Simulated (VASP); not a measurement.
C: G0W0 quasiparticle levels with PBE

C:

```xyz
2
Lattice="0.0000 1.7835 1.7835 1.7835 0.0000 1.7835 1.7835 1.7835 0.0000" Properties=species:S:1:pos:R:3 pbc="T T T"
C     0.0000    0.0000    0.0000
C     0.8918    0.8918    0.8918
```

* Program: VASP 6.6.1
* Task: G0W0 quasiparticle levels
* Functional: PBE
* Potentials or basis: VASP PAW PBE potentials, release 64 (C_GW)
* Cutoff: 500 eV
* k mesh: 3 × 3 × 3
* Occupations: gaussian, width 0.01 eV
* Spin: no spin polarisation
* Dipole correction: no
* GW scheme: G0W0
* GW iterations: 1
* Cutoff of the response function: 160
* Frequency points: 48
* Empty bands: 30
* Further INCAR settings: ALGO = EVGW0; EDIFF = 1e-08; NBANDS = 34

```json
{
 "Band gap on the k mesh, mean-field level": "4.11 eV, indirect (least direct gap 5.56 eV)",
 "Quasiparticle gap": "5.26 eV",
 "Least direct quasiparticle gap": "7.18 eV"
}
```

Levels at points of the mesh, in eV from the valence-band top:
| k point | band 1 | band 2 | band 3 | band 4 | band 5 | band 6 | band 7 | band 8 |
| --- | --- | --- | --- | --- | --- | --- | --- | --- |
| (0.00, 0.00, 0.00) | -21.51 | 0.00 | 0.00 | 0.00 | 5.56 | 5.56 | 5.56 | 13.32 |

It took 8.5 s on 1 thread of Intel Xeon 8259CL (shared host), peak memory 0.12 GiB.

Caveat: the k points lie up to 1.02 Å⁻¹ apart; bands, screening cutoff and mesh are small and nothing is extrapolated, so the quasiparticle values aren't converged. A k mesh can miss the band edges.
